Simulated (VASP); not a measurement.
HfO2:

```
CELL_PARAMETERS angstrom
0.00000 2.55750 2.55750
2.55750 0.00000 2.55750
2.55750 2.55750 0.00000
ATOMIC_POSITIONS crystal
Hf 0.00000 0.00000 0.00000
O 0.25000 0.25000 0.25000
O 0.75000 0.75000 0.75000
```

| Property | Result |
| --- | --- |
| Program | VASP 6.6.1 |
| Task | relaxation of volume and atoms at fixed shape |
| Functional | LDA |
| Potentials or basis | VASP PAW LDA potentials, release 64 (Hf_pv, O) |
| Cutoff | 600 eV |
| k mesh | 7 × 7 × 7 |
| Occupations | gaussian, width 0.01 eV |
| Spin | no spin polarisation |

At the start: pressure -19.6 GPa; volume 11.15 Å³/atom.

Problem. Where does the relaxation end?

Solution. Over 4 steps the energy falls by 56.4 meV/atom and the volume is 10.30 Å³/atom (-7.7 %); space group Fm-3m (No. 225, to 0.1 Å) before and after.

The path:
```csv
step,energy change (eV),largest force (eV/Å),pressure (GPa),volume (Å³)
1,0.0000,0.0000,-19.57,33.46
2,0.2999,0.0000,46.71,27.29
3,-0.1691,0.0000,-0.72,30.96
4,-0.1693,0.0000,-0.22,30.89
```

Final structure:
```
Hf O
1.0
     0.00000    2.49049    2.49049
     2.49049    0.00000    2.49049
     2.49049    2.49049    0.00000
Hf O
1 2
Direct
  0.00000 0.00000 0.00000
  0.25000 0.25000 0.25000
  0.75000 0.75000 0.75000
```
